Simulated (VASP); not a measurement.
Wanted: the native input for a VASP 6.6.1 run.

```yaml
Task: single point
Functional: PBEsol
Potentials_or_basis: VASP PAW PBE potentials, release 64 (Ti_sv, O)
Cutoff: 520 eV
k_mesh: 14 × 14 × 14
Occupations: gaussian, width 0.15 eV
Spin: no spin polarisation
Dipole_correction: no
Further_INCAR_settings: ALGO = Normal; EDIFF = 1e-07; NBANDS = 42
```

The structure of Ti4O3 lies in POSCAR:

```
Ti4O3
1.0
   -2.1058699563      2.1058699563      4.1040194542
    2.1058699563     -2.1058699563      4.1040194542
    2.1058699563      2.1058699563     -4.1040194542
Ti O
4 3
Direct
    0.0000000000      0.5000000000      0.5000000000
    0.2598824932      0.2598824932      0.0000000000
    0.5000000000      0.0000000000      0.5000000000
    0.7401175068      0.7401175068      0.0000000000
    0.7500000000      0.2500000000      0.5000000000
    0.0000000000      0.0000000000      0.0000000000
    0.2500000000      0.7500000000      0.5000000000
```

These files were run (other wordings do the same):

INCAR

```
PREC = Accurate ; ENCUT = 520
EDIFF = 1E-7 ; ISMEAR = 0
SIGMA = 0.15 ; LREAL = False
LASPH = True ; NELM = 60
ALGO = Normal ; ISIF = 2
LWAVE = False ; LCHARG = False
GGA = PS ; NBANDS = 42
```

KPOINTS

```
regular mesh
0
Gamma
  14 14 14
```

Potentials or basis: VASP PAW PBE potentials, release 64 (Ti_sv, O).

Command:

```console
$ cat potpaw_PBE.64/Ti_sv/POTCAR potpaw_PBE.64/O/POTCAR > POTCAR
$ mpirun -np 1 vasp_std > vasp.out
```

It gave:

```
Pressure               : 0.6 GPa
Largest force          : 0.020 eV/Å
Band gap on the k mesh : zero (band 33 reaches 12.23 eV, above the bottom of band 34 at 10.74 eV)
```

Caveat: the PAW data sets were made with another functional, which shifts forces and pressure a little.

Wall time 9.8 min on 1 thread of Intel(R) Xeon(R) Platinum 8559C (Emerald Rapids) (shared host), peak memory 0.65 GiB.
